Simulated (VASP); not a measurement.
**WS2: single point with PBEsol**

The system is WS2, a slab with vacuum.

```
W S
1.0
     3.21473    0.00000    0.00000
    -1.60736    2.78404    0.00000
     0.00000    0.00000   23.90312
W S
2 4
Direct
  0.66667 0.33333 0.36268
  0.33333 0.66667 0.63732
  0.66667 0.33333 0.70318
  0.33333 0.66667 0.42856
  0.66667 0.33333 0.57144
  0.33333 0.66667 0.29682
```

```json
{"Program": "VASP 6.6.1", "Task": "single point", "Functional": "PBEsol", "Potentials or basis": "VASP PAW PBE potentials, release 64 (W_sv, S)", "Cutoff": "520 eV", "k mesh": "11 × 11 × 3", "Occupations": "gaussian, width 0.02 eV", "Spin": "no spin polarisation"}
```

```json
{
  "Largest force": "0.599 eV/Å",
  "Band gap on the k mesh": "1.57 eV, indirect (least direct gap 1.95 eV)"
}
```

Forces on the atoms (eV/Å):
```
W    0.000  0.000 -0.006
W    0.000  0.000  0.006
S    0.000  0.000 -0.599
S    0.000  0.000 -0.571
S    0.000  0.000  0.571
S    0.000  0.000  0.599
```

Levels at points of the mesh, in eV from the valence-band top:
```
           k point  band 23  band 24  band 25  band 26  band 27  band 28  band 29  band 30
(0.00, 0.00, 0.00)    -1.91    -1.91    -0.45     0.00     2.50     2.50     2.51     2.51
```

Wall time 5.1 min on 1 thread of AMD EPYC 7R13 Processor (Zen 3), on a shared host, peak memory 0.43 GiB.

Caveat: the PAW data sets were made with another functional, which shifts forces and pressure a little; spin-orbit coupling is left out, which moves the levels of the heavy elements.
